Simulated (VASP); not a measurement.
# K3RuW (P-6m2) in VASP: a series of runs

The runs below take K3RuW through single point, relaxation of cell and atoms, with PBE.

Program: VASP 6.6.1. These are calculated values, not measurements. Logs are shortened: lines on timing, memory, paths and dates and some standing lists are left out, and cuts for length are marked.

## Step 1: The cell of the first run

Symmetry: P-6m2, No. 187, hexagonal system. Conventional cell: a = 4.163 Å, b = 4.163 Å, c = 13.778 Å, α = 90.00°, β = 90.00°, γ = 120.00°. K (site symmetry 3m) has 3 W at 3.61 Å and 3 Ru at 3.61 Å and 9 K at 4.16 to 4.83 Å within 4.9 Å. K (site symmetry -6m2) has 12 K at 4.16 to 4.83 Å within 5.5 Å. Within 3.2 Å of Ru (site symmetry -6m2) lie 3 W at 2.40 Å. W (site symmetry -6m2) has 3 Ru at 2.40 Å within 3.2 Å.

The cell was generated, and may not be a known phase.

## Step 2: Single point, PBE

INCAR reads:

```
PREC = Accurate ; ENCUT = 520
EDIFF = 1E-6 ; ISMEAR = 0
SIGMA = 0.2 ; LREAL = F
LASPH = T ; NELM = 60
ALGO = Fast ; ISIF = 2
LWAVE = F ; LCHARG = T
GGA = PE ; LELF = T
LVHAR = T ; NBANDS = 36
```

KPOINTS reads:

```
Automatic mesh
0
Gamma
  4 4 2
```

POSCAR reads:

```
K3RuW
1.0
    4.1626216394     -0.0000000026      0.0000000000
   -2.0813108174      3.6049360874      0.0000000000
    0.0000000000      0.0000000000     13.7779278138
K Ru W
3 1 1
Direct
    0.3333333333      0.6666666667      0.1956671194
    0.3333333333      0.6666666667      0.8043328806
    0.6666666667      0.3333333333      0.5000000000
    0.6666666667      0.3333333333      0.0000000000
    0.0000000000      0.0000000000      0.0000000000
```

Potentials or basis: VASP PAW PBE potentials, release 64 (K_sv, Ru_pv, W_sv).

The run is started by

```sh
$ cat potpaw_PBE.64/K_sv/POTCAR potpaw_PBE.64/Ru_pv/POTCAR potpaw_PBE.64/W_sv/POTCAR > POTCAR
$ mpirun -np 1 vasp_std > vasp.out
```

OUTCAR:

```text
PREC = Accurate
   ENCUT = 520
   EDIFF = 1E-6
   ISMEAR = 0
   LREAL = F
   LASPH = T
   NELM = 60
   ISIF = 2
   GGA = PE

 ion  position               nearest neighbor table
   1  0.333  0.667  0.196-   5 3.61   5 3.61   5 3.61
   2  0.333  0.667  0.804-   5 3.61   5 3.61   5 3.61
   3  0.667  0.333  0.500-
   4  0.667  0.333  0.000-   5 2.40   5 2.40   5 2.40
   5  0.000  0.000  0.000-   4 2.40   4 2.40   4 2.40   1 3.61   2 3.61   1 3.61   2 3.61   1 3.61
                             2 3.61

  LATTYP: Found a hexagonal cell.
 ALAT       =     4.1626216394
 C/A-ratio  =     3.3099159634

  Lattice vectors:

 A1 = (   4.1626216394,  -0.0000000026,   0.0000000000)
 A2 = (  -2.0813108174,   3.6049360874,   0.0000000000)
 A3 = (   0.0000000000,   0.0000000000,  13.7779278138)

Analysis of symmetry for initial positions (statically):
=====================================================================
 Subroutine PRICEL returns:
 Original cell was already a primitive cell.

 Routine SETGRP: Setting up the symmetry group for a
 hexagonal supercell.

 Subroutine GETGRP returns: Found 12 space group operations
 (whereof 12 operations were pure point group operations)
 out of a pool of 24 trial point group operations.

The static configuration has the point symmetry D_3h.

Analysis of symmetry for dynamics (positions and initial velocities):
=====================================================================
 Subroutine PRICEL returns:
 Original cell was already a primitive cell.

 Routine SETGRP: Setting up the symmetry group for a
 hexagonal supercell.

 Subroutine GETGRP returns: Found 12 space group operations
 (whereof 12 operations were pure point group operations)
 out of a pool of 24 trial point group operations.

The dynamic configuration has the point symmetry D_3h.

 Subroutine INISYM returns: Found 12 space group operations
 (whereof 12 operations are pure point group operations),
 and found     1 'primitive' translations

----------------------------------------------------------------------------------------

                                     Primitive cell

  volume of cell :     206.7514

  direct lattice vectors                    reciprocal lattice vectors
     4.162621639 -0.000000003  0.000000000     0.240233220  0.138698714  0.000000000
    -2.081310817  3.604936087  0.000000000     0.000000000  0.277397428  0.000000000
     0.000000000  0.000000000 13.777927814     0.000000000  0.000000000  0.072579855

  length of vectors
     4.162621639  4.162621639 13.777927814     0.277397428  0.277397428  0.072579855

  position of ions in fractional coordinates (direct lattice)
     0.333333333  0.666666667  0.195667119
     0.333333333  0.666666667  0.804332881
     0.666666667  0.333333333  0.500000000
     0.666666667  0.333333333  0.000000000
     0.000000000  0.000000000  0.000000000

  ion indices of the primitive-cell ions
   primitive index   ion index
                 1           1
                 2           2
                 3           3
                 4           4
                 5           5

----------------------------------------------------------------------------------------

 KPOINTS: Automatic mesh

Automatic generation of k-mesh.
 Grid dimensions read from file:
 generate k-points for:    4    4    2

 Generating k-lattice:

  Cartesian coordinates                     Fractional coordinates (reciprocal lattice)
     0.060058305  0.034674679  0.000000000     0.250000000  0.000000000  0.000000000
     0.000000000  0.069349357  0.000000000     0.000000000  0.250000000  0.000000000
     0.000000000  0.000000000  0.036289927     0.000000000  0.000000000  0.500000000

  Length of vectors
     0.069349357  0.069349357  0.036289927

  Shift w.r.t. Gamma in fractional coordinates (k-lattice)
     0.000000000  0.000000000  0.000000000

 Subroutine IBZKPT returns following result:
 ===========================================

 Found      8 irreducible k-points:

 Following reciprocal coordinates:
            Coordinates               Weight
  0.000000  0.000000  0.000000      1.000000
  0.250000  0.000000  0.000000      6.000000
  0.500000  0.000000  0.000000      3.000000
  0.250000  0.250000  0.000000      6.000000
  0.000000  0.000000  0.500000      1.000000
  0.250000  0.000000  0.500000      6.000000
  0.500000  0.000000  0.500000      3.000000
  0.250000  0.250000  0.500000      6.000000
   k-points           NKPTS =      8   k-points in BZ     NKDIM =      8   number of bands    NBANDS=     36
   number of dos      NEDOS =    301   number of ions     NIONS =      5
   total plane-waves  NPLWV = 110592
   dimension x,y,z NGX =    32 NGY =   32 NGZ =  108
   dimension x,y,z NGXF=    64 NGYF=   64 NGZF=  216
   ions per type =               3   1   1
   NGX,Y,Z   is equivalent  to a cutoff of  12.78, 12.78, 13.03 a.u.
   NGXF,Y,Z  is equivalent  to a cutoff of  25.56, 25.56, 26.06 a.u.
 SYSTEM =  unknown system
   PREC   = accura    normal or accurate (medium, high low for compatibility)
   ISTART =      0    job   : 0-new  1-cont  2-samecut
   ICHARG =      2    charge: 1-file 2-atom 10-const
   ISPIN  =      1    spin polarized calculation?
   LNONCOLLINEAR =      F non collinear calculations
   LSORBIT =      F    spin-orbit coupling
   LASPH  =      T    aspherical Exc in radial PAW
   ENCUT  =  520.0 eV  38.22 Ry    6.18 a.u.   7.74  7.74 25.62*2*pi/ulx,y,z
   NELM   =     60;   NELMIN=  2; NELMDL= -5     # of ELM steps
   EDIFF  = 0.1E-05   stopping-criterion for ELM
   LREAL  =      F    real-space projection
   EDIFFG = 0.1E-04   stopping-criterion for IOM
   NSW    =      0    number of steps for IOM
   IBRION =     -1    ionic relax: 0-MD 1-quasi-New 2-CG
   NFREE  =      0    steps in history (QN), initial steepest desc. (CG)
   ISIF   =      2    stress and relaxation
   ISYM   =      2    0-nonsym 1-usesym 2-fastsym
   POTIM  = 0.5000    time-step for ionic-motion
   TEBEG  =    0.0;   TEEND  =   0.0 temperature during run
   PSTRESS=    0.0 pullay stress
   NELECT =      55.0000    total number of electrons
   NUPDOWN=      -1.0000    fix difference up-down
   EMIN   =  10.00;   EMAX   =-10.00  energy-range for DOS
   EFERMI =   0.00;   METHOD = LEGACY
   ISMEAR =     0;   SIGMA  =   0.20  broadening in eV -4-tet -1-fermi 0-gaus
   EFERMI_NEDOS =   21; number of points for ismear=-14 and -15
   IALGO  =     68    algorithm
   IMIX   =      4    mixing-type and parameters
     AMIX     =   0.40;   BMIX     =  1.00
     AMIX_MAG =   1.60;   BMIX_MAG =  1.00
  volume/ion in A,a.u.               =      41.35       279.05
  Fermi-wavevector in a.u.,A,eV,Ry     =   1.052882  1.989658 15.082874  1.108560
  Thomas-Fermi vector in A             =   2.187982
   LORBIT       =      0    0 simple, 1 ext, 2 COOP (PROOUT), +10 PAW based schemes
   GGA     = PE    functional components
   LHFCALC =     F    Hartree Fock is set to
   AEXX    =    0.0000 exact exchange contribution
   IVDW    =     0    specifies the selected vdW correction
   LEPSILON=     F    determine dielectric tensor
   LRPA    =     F    only Hartree local field effects (RPA)
 non-spin polarized calculation
 RMM-DIIS sequential band-by-band and
 Gauss-broadening in eV      SIGMA  =   0.20
  energy-cutoff  :      520.00
  volume of cell :      206.75
 maximum number of plane-waves:      5596
 NGX is ok and might be reduce to    32
   NGX = 15   NGY = 15   NGZ = 51

 number of electron      55.0000005 magnetization

 Free energy of the ion-electron system (eV)
  ---------------------------------------------------
  ext. energy  EPLUGINS =         0.00000000
  ---------------------------------------------------
  free energy    TOTEN  =       -21.71939053 eV

  energy without entropy =      -21.59022086  energy(sigma->0) =      -21.65480570

 E-fermi :   1.6887     XC(G=0):  -7.3560

 val. band max:        1.6201155669   @ k =   0.2500   0.0000   0.5000
 cond. band min:       1.7236607399   @ k =   0.2500   0.0000   0.0000
 fundamental gap:      0.1035451730
 Fermi energy:         1.6886639584

 k-point     1 :       0.0000    0.0000    0.0000
  band No.  band energies     occupation
      1     -72.2702      2.00000
      2     -40.9475      2.00000
      3     -40.9475      2.00000
      4     -40.4770      2.00000
      5     -36.4329      2.00000
      6     -36.4329      2.00000
[... 28 lines left out ...]
     35       5.2441      0.00000
     36       5.4924      0.00000

 k-point     2 :       0.2500    0.0000    0.0000
  band No.  band energies     occupation
      1     -72.2711      2.00000
      2     -40.9612      2.00000
      3     -40.9145      2.00000
      4     -40.4742      2.00000
      5     -36.4725      2.00000
      6     -36.4188      2.00000
[... 28 lines left out ...]
     35       4.5843      0.00000
     36       5.3363      0.00000

 k-point     3 :       0.5000    0.0000    0.0000
  band No.  band energies     occupation
      1     -72.2721      2.00000
      2     -40.9748      2.00000
      3     -40.8812      2.00000
      4     -40.4714      2.00000
      5     -36.5123      2.00000
      6     -36.4229      2.00000
[... 28 lines left out ...]
     35       4.5827      0.00000
     36       6.0105      0.00000

 k-point     4 :       0.2500    0.2500    0.0000
  band No.  band energies     occupation
      1     -72.2721      2.00000
      2     -40.9844      2.00000
      3     -40.8711      2.00000
      4     -40.4713      2.00000
      5     -36.5239      2.00000
      6     -36.4229      2.00000
[... 28 lines left out ...]
     35       4.5720      0.00000
     36       5.2317      0.00000

 k-point     5 :       0.0000    0.0000    0.5000
  band No.  band energies     occupation
      1     -72.2702      2.00000
      2     -40.9475      2.00000
      3     -40.9475      2.00000
      4     -40.4770      2.00000
      5     -36.4329      2.00000
      6     -36.4329      2.00000
[... 28 lines left out ...]
     35       4.5637      0.00000
     36       5.8681      0.00000

 k-point     6 :       0.2500    0.0000    0.5000
  band No.  band energies     occupation
      1     -72.2711      2.00000
      2     -40.9612      2.00000
      3     -40.9145      2.00000
      4     -40.4742      2.00000
      5     -36.4725      2.00000
      6     -36.4188      2.00000
[... 28 lines left out ...]
     35       4.5824      0.00000
     36       4.8233      0.00000

 k-point     7 :       0.5000    0.0000    0.5000
  band No.  band energies     occupation
      1     -72.2721      2.00000
      2     -40.9748      2.00000
      3     -40.8812      2.00000
      4     -40.4714      2.00000
      5     -36.5123      2.00000
      6     -36.4229      2.00000
[... 28 lines left out ...]
     35       4.3747      0.00000
     36       4.4379      0.00000

 k-point     8 :       0.2500    0.2500    0.5000
  band No.  band energies     occupation
      1     -72.2721      2.00000
      2     -40.9844      2.00000
      3     -40.8711      2.00000
      4     -40.4714      2.00000
      5     -36.5239      2.00000
      6     -36.4229      2.00000
[... 28 lines left out ...]
     35       4.4556      0.00000
     36       5.2679      0.00000

------------------------ aborting loop because EDIFF is reached ----------------------------------------

  FORCE on cell =-STRESS in cart. coord.  units (eV):
  Direction    XX          YY          ZZ          XY          YZ          ZX
  --------------------------------------------------------------------------------------
  -------------------------------------------------------------------------------------
  Total        0.1114554      0.1114554      0.5160848      0.0000000      0.0000000     -0.0000000
  in kB        0.8637008      0.8637008      3.9992932      0.0000000      0.0000000     -0.0000000
  external PRESSURE =       1.9088983 kB  Pullay stress =       0.0000000 kB

 VOLUME and BASIS-vectors are now :
 -----------------------------------------------------------------------------
  energy-cutoff  :      520.00
  volume of cell :      206.75
      direct lattice vectors                 reciprocal lattice vectors
     4.162621639 -0.000000003  0.000000000     0.240233220  0.138698714  0.000000000
    -2.081310817  3.604936087  0.000000000     0.000000000  0.277397428  0.000000000
     0.000000000  0.000000000 13.777927814     0.000000000  0.000000000  0.072579855

 POSITION                                       TOTAL-FORCE (eV/Angst)
 -----------------------------------------------------------------------------------
      0.00000      2.40329      2.69589         0.000000     -0.000000      0.014491
      0.00000      2.40329     11.08204         0.000000     -0.000000     -0.014491
      2.08131      1.20165      6.88896        -0.000000      0.000000      0.000000
      2.08131      1.20165      0.00000        -0.000000     -0.000000      0.000000
      0.00000      0.00000      0.00000         0.000000      0.000000      0.000000
 -----------------------------------------------------------------------------------
    total drift:                                0.000000     -0.000000     -0.000000

  FREE ENERGIE OF THE ION-ELECTRON SYSTEM (eV)
  ---------------------------------------------------
  free  energy   TOTEN  =       -21.7193905328 eV

  energy  without entropy=      -21.5902208640  energy(sigma->0) =      -21.65480570
```

Wall time 79 s (1 thread of Intel Xeon 6975P-C (Granite Rapids), shared host); peak memory 0.35 GiB.

What came out:

| Item | Value |
| --- | --- |
| Free energy | -21.7194 eV |
| Pressure | 0.2 GPa |
| Largest force | 0.014 eV/Å |
| Band gap on the k mesh | zero (an odd number of electrons rules out a gap without spin polarisation) |

Forces in eV/Å, atoms in the order of the input:
```
K    0.000  0.000  0.014
K    0.000  0.000 -0.014
K    0.000  0.000  0.000
Ru   0.000  0.000  0.000
W    0.000  0.000  0.000
```

Caveat: the k points lie up to 0.44 Å⁻¹ apart, too coarse for converged energies and pressures of a metal; spin-orbit coupling is left out, which moves the levels of the heavy elements.

[end of part 1 of 2]

The gap in the log of VASP goes by the Fermi energy; the results here count the filled bands.